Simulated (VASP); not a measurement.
# GaGe (F-43m) in VASP: further runs, part 2 of 2

VASP 6.6.1.

**3. Density of states, PBE**

POSCAR reads:

```
GaGe
1.0
    0.0000000000      2.8978440000      2.8978440000
    2.8978440000      0.0000000000      2.8978440000
    2.8978440000      2.8978440000      0.0000000000
Ga Ge
1 1
Direct
    0.7500000000      0.7500000000      0.7500000000
    0.0000000000      0.0000000000      0.0000000000
```

INCAR.step1 reads:

```
ALGO = Normal
EDIFF = 1E-6
ENCUT = 520
GGA = PE
ISIF = 2
ISMEAR = 0
ISYM = 0
LASPH = T
LCHARG = T
LREAL = F
LWAVE = F
NBANDS = 20
NELM = 80
PREC = Accurate
SIGMA = 0.1
```

KPOINTS.step1 reads:

```
k-points
0
Gamma
  2 2 4
```

INCAR.step2 reads:

```
ALGO = Normal
EDIFF = 1E-6
ENCUT = 520
GGA = PE
ICHARG = 11
ISIF = 2
ISMEAR = 0
ISYM = 0
LASPH = T
LCHARG = F
LORBIT = 11
LREAL = F
LWAVE = F
NBANDS = 20
NEDOS = 1001
NELM = 80
PREC = Accurate
SIGMA = 0.1
```

KPOINTS.step2 reads:

```
k-points
0
Gamma
  3 3 6
```

Potentials or basis: VASP PAW PBE potentials, release 64 (Ga_d, Ge_d).

The run is started by

```
$ cat potpaw_PBE.64/Ga_d/POTCAR potpaw_PBE.64/Ge_d/POTCAR > POTCAR
$ cp INCAR.step1 INCAR
$ cp KPOINTS.step1 KPOINTS
$ mpirun -np 1 vasp_std > vasp.out
$ cp INCAR.step2 INCAR
$ cp KPOINTS.step2 KPOINTS
$ mpirun -np 1 vasp_std > vasp.out
```

OUTCAR:

```text
EDIFF = 1E-6
   ENCUT = 520
   GGA = PE
   ICHARG = 11
   ISIF = 2
   ISMEAR = 0
   ISYM = 0
   LASPH = T
   LORBIT = 11
   LREAL = F
   NELM = 80
   PREC = Accurate

 ion  position               nearest neighbor table
   1  0.750  0.750  0.750-   2 2.51   2 2.51   2 2.51   2 2.51
   2  0.000  0.000  0.000-   1 2.51   1 2.51   1 2.51   1 2.51

IMPORTANT INFORMATION: All symmetrisations will be switched off!
NOSYMM: (Re-)initialisation of all symmetry stuff for point group C_1.

----------------------------------------------------------------------------------------

                                     Primitive cell

  volume of cell :      48.6693

  direct lattice vectors                    reciprocal lattice vectors
     0.000000000  2.897844000  2.897844000    -0.172542069  0.172542069  0.172542069
     2.897844000  0.000000000  2.897844000     0.172542069 -0.172542069  0.172542069
     2.897844000  2.897844000  0.000000000     0.172542069  0.172542069 -0.172542069

  length of vectors
     4.098170286  4.098170286  4.098170286     0.298851630  0.298851630  0.298851630

  position of ions in fractional coordinates (direct lattice)
     0.750000000  0.750000000  0.750000000
     0.000000000  0.000000000  0.000000000

  ion indices of the primitive-cell ions
   primitive index   ion index
                 1           1
                 2           2

----------------------------------------------------------------------------------------

 KPOINTS: k-points

Automatic generation of k-mesh.
 Grid dimensions read from file:
 generate k-points for:    3    3    6

 Generating k-lattice:

  Cartesian coordinates                     Fractional coordinates (reciprocal lattice)
    -0.057514023  0.057514023  0.057514023     0.333333333  0.000000000  0.000000000
     0.057514023 -0.057514023  0.057514023     0.000000000  0.333333333  0.000000000
     0.028757012  0.028757012 -0.028757012     0.000000000  0.000000000  0.166666667

  Length of vectors
     0.099617210  0.099617210  0.049808605

  Shift w.r.t. Gamma in fractional coordinates (k-lattice)
     0.000000000  0.000000000  0.000000000

 -----------------------------------------------------------------------------
|                                                                             |
|           W    W    AA    RRRRR   N    N  II  N    N   GGGG   !!!           |
|           W    W   A  A   R    R  NN   N  II  NN   N  G    G  !!!           |
|           W    W  A    A  R    R  N N  N  II  N N  N  G       !!!           |
|           W WW W  AAAAAA  RRRRR   N  N N  II  N  N N  G  GGG   !            |
|           WW  WW  A    A  R   R   N   NN  II  N   NN  G    G                |
|           W    W  A    A  R    R  N    N  II  N    N   GGGG   !!!           |
|                                                                             |
|     Your reciprocal lattice and k-lattice belong to different lattice       |
|     classes:                                                                |
|                                                                             |
|        The reciprocal lattice is body-centered cubic,                       |
|        whereas your k-lattice is rhombohedral (trigonal).                   |
|                                                                             |
|     Results are often still useful ...                                      |
|                                                                             |
 -----------------------------------------------------------------------------

 WARNING: IBZKPT: internal override: KBLOWUP is changed to .FALSE.
      ... skipping the blow-up phase ...

 Subroutine IBZKPT returns following result:
 ===========================================

 Found     28 irreducible k-points:

 Following reciprocal coordinates:
            Coordinates               Weight
  0.000000  0.000000  0.000000      1.000000
  0.333333  0.000000  0.000000      2.000000
  0.000000  0.333333  0.000000      2.000000
  0.333333  0.333333  0.000000      2.000000
 -0.333333  0.333333  0.000000      2.000000
  0.000000  0.000000  0.166667      2.000000
[... 16 lines left out ...]
 -0.333333 -0.333333  0.333333      2.000000
  0.000000  0.000000  0.500000      1.000000
 [... further k-points ...]
   k-points           NKPTS =     28   k-points in BZ     NKDIM =     28   number of bands    NBANDS=     20
   number of dos      NEDOS =   1001   number of ions     NIONS =      2
   total plane-waves  NPLWV =  27000
   dimension x,y,z NGX =    30 NGY =   30 NGZ =   30
   dimension x,y,z NGXF=    60 NGYF=   60 NGZF=   60
   ions per type =               1   1
   NGX,Y,Z   is equivalent  to a cutoff of  12.17, 12.17, 12.17 a.u.
   NGXF,Y,Z  is equivalent  to a cutoff of  24.34, 24.34, 24.34 a.u.
 SYSTEM =  unknown system
   PREC   = accura    normal or accurate (medium, high low for compatibility)
   ISTART =      0    job   : 0-new  1-cont  2-samecut
   ICHARG =     11    charge: 1-file 2-atom 10-const
   ISPIN  =      1    spin polarized calculation?
   LNONCOLLINEAR =      F non collinear calculations
   LSORBIT =      F    spin-orbit coupling
   LASPH  =      T    aspherical Exc in radial PAW
   ENCUT  =  520.0 eV  38.22 Ry    6.18 a.u.   7.62  7.62  7.62*2*pi/ulx,y,z
   NELM   =     80;   NELMIN=  2; NELMDL=  0     # of ELM steps
   EDIFF  = 0.1E-05   stopping-criterion for ELM
   LREAL  =      F    real-space projection
   EDIFFG = 0.1E-04   stopping-criterion for IOM
   NSW    =      0    number of steps for IOM
   IBRION =     -1    ionic relax: 0-MD 1-quasi-New 2-CG
   NFREE  =      0    steps in history (QN), initial steepest desc. (CG)
   ISIF   =      2    stress and relaxation
   ISYM   =      0    0-nonsym 1-usesym 2-fastsym
   POTIM  = 0.5000    time-step for ionic-motion
   TEBEG  =    0.0;   TEEND  =   0.0 temperature during run
   PSTRESS=    0.0 pullay stress
   NELECT =      27.0000    total number of electrons
   NUPDOWN=      -1.0000    fix difference up-down
   EMIN   =  10.00;   EMAX   =-10.00  energy-range for DOS
   EFERMI =   0.00;   METHOD = LEGACY
   ISMEAR =     0;   SIGMA  =   0.10  broadening in eV -4-tet -1-fermi 0-gaus
   EFERMI_NEDOS =   21; number of points for ismear=-14 and -15
   IALGO  =     38    algorithm
   IMIX   =      4    mixing-type and parameters
     AMIX     =   0.40;   BMIX     =  1.00
     AMIX_MAG =   1.60;   BMIX_MAG =  1.00
  volume/ion in A,a.u.               =      24.33       164.22
  Fermi-wavevector in a.u.,A,eV,Ry     =   1.345172  2.542006 24.619567  1.809487
  Thomas-Fermi vector in A             =   2.473106
   LORBIT       =     11    0 simple, 1 ext, 2 COOP (PROOUT), +10 PAW based schemes
   GGA     = PE    functional components
   LHFCALC =     F    Hartree Fock is set to
   AEXX    =    0.0000 exact exchange contribution
   IVDW    =     0    specifies the selected vdW correction
   LEPSILON=     F    determine dielectric tensor
   LRPA    =     F    only Hartree local field effects (RPA)
 non-spin polarized calculation
 Gauss-broadening in eV      SIGMA  =   0.10
  energy-cutoff  :      520.00
  volume of cell :       48.67
 maximum number of plane-waves:      1363
 NGX is ok and might be reduce to    30

 number of electron      26.9999991 magnetization

 Free energy of the ion-electron system (eV)
  ---------------------------------------------------
  ext. energy  EPLUGINS =         0.00000000
  ---------------------------------------------------
  free energy    TOTEN  =        -6.99667669 eV

  energy without entropy =       -6.98940131  energy(sigma->0) =       -6.99303900

 E-fermi :   3.4596     XC(G=0):  -9.4560

 val. band max:        3.4390673662   @ k =   0.3333   0.3333   0.5000
 cond. band min:       3.5306262087   @ k =   0.0000   0.0000   0.5000
 fundamental gap:      0.0915588424
 Fermi energy:         3.4595747294

 k-point     1 :       0.0000    0.0000    0.0000
  band No.  band energies     occupation
      1     -20.6760      2.00000
      2     -20.6733      2.00000
      3     -20.6733      2.00000
      4     -20.6553      2.00000
      5     -20.6553      2.00000
      6     -11.2647      2.00000
[... 12 lines left out ...]
     19      10.9543      0.00000
[... 513 lines left out ...]
      4     -20.6546      2.00000
      5     -20.6546      2.00000
      6     -11.2899      2.00000
[... 12 lines left out ...]
     19      14.7182      0.00000
     20      15.5326      0.00000

 [... further k-points ...]
[... 5 lines left out ...]
  --------------------------------------------------------------------------------------
  -------------------------------------------------------------------------------------
  Total       -0.8084206     -0.8083871     -0.8083806     -0.0722163      0.0723005      0.0722772
  in kB      -26.6129460    -26.6118417    -26.6116290     -2.3773359      2.3801078      2.3793417
  external PRESSURE =     -26.6121389 kB  Pullay stress =       0.0000000 kB

 VOLUME and BASIS-vectors are now :
 -----------------------------------------------------------------------------
  energy-cutoff  :      520.00
  volume of cell :       48.67
      direct lattice vectors                 reciprocal lattice vectors
     0.000000000  2.897844000  2.897844000    -0.172542069  0.172542069  0.172542069
     2.897844000  0.000000000  2.897844000     0.172542069 -0.172542069  0.172542069
     2.897844000  2.897844000  0.000000000     0.172542069  0.172542069 -0.172542069

 POSITION                                       TOTAL-FORCE (eV/Angst)
 -----------------------------------------------------------------------------------
      4.34677      4.34677      4.34677        -0.236382     -0.236350      0.236382
      0.00000      0.00000      0.00000         0.236382      0.236350     -0.236382
 -----------------------------------------------------------------------------------
    total drift:                                0.000035     -0.000034     -0.000001

  FREE ENERGIE OF THE ION-ELECTRON SYSTEM (eV)
  ---------------------------------------------------
  free  energy   TOTEN  =        -6.9966766918 eV

  energy  without entropy=       -6.9894013092  energy(sigma->0) =       -6.99303900

 total charge

# of ion       s       p       d       tot
------------------------------------------
    1        0.930   0.764   9.953  11.646
    2        1.156   1.157   9.993  12.305
--------------------------------------------------
tot          2.085   1.921  19.945  23.952
```

OSZICAR.step1:

```text
N       E                     dE             d eps       ncg     rms          rms(c)
DAV:   1     0.173042431711E+03    0.17304E+03   -0.14152E+04   504   0.296E+03
DAV:   2     0.193831756099E+02   -0.15366E+03   -0.14928E+03   484   0.571E+02
DAV:   3    -0.549389734434E+01   -0.24877E+02   -0.24774E+02   520   0.142E+02
DAV:   4    -0.628210917712E+01   -0.78821E+00   -0.78704E+00   576   0.274E+01
DAV:   5    -0.629542490054E+01   -0.13316E-01   -0.13314E-01   532   0.394E+00    0.250E+00
DAV:   6    -0.624217826699E+01    0.53247E-01   -0.11106E-01   644   0.437E+00    0.145E+00
DAV:   7    -0.623780003307E+01    0.43782E-02   -0.52053E-02   544   0.218E+00    0.347E-01
DAV:   8    -0.624100480611E+01   -0.32048E-02   -0.10300E-02   540   0.114E+00    0.852E-02
DAV:   9    -0.624170052090E+01   -0.69571E-03   -0.11267E-03   552   0.360E-01    0.354E-02
DAV:  10    -0.624181637675E+01   -0.11586E-03   -0.13268E-04   584   0.962E-02    0.127E-02
DAV:  11    -0.624184872358E+01   -0.32347E-04   -0.40720E-05   536   0.393E-02    0.336E-03
DAV:  12    -0.624185020676E+01   -0.14832E-05   -0.33149E-06   472   0.201E-02    0.947E-04
DAV:  13    -0.624185030930E+01   -0.10254E-06   -0.18970E-07   384   0.509E-03
   1 F= -.62418503E+01 E0= -.62353729E+01  d E =-.129549E-01
```

Run time: 57 s. Hardware: 1 thread of Intel Xeon 8259CL, shared host; peak memory 0.17 GiB.

What came out:

* Valence electrons inside the program's atomic spheres: Ga 11.65; Ge 12.30

Caveat: the k points lie up to 0.94 Å⁻¹ apart.
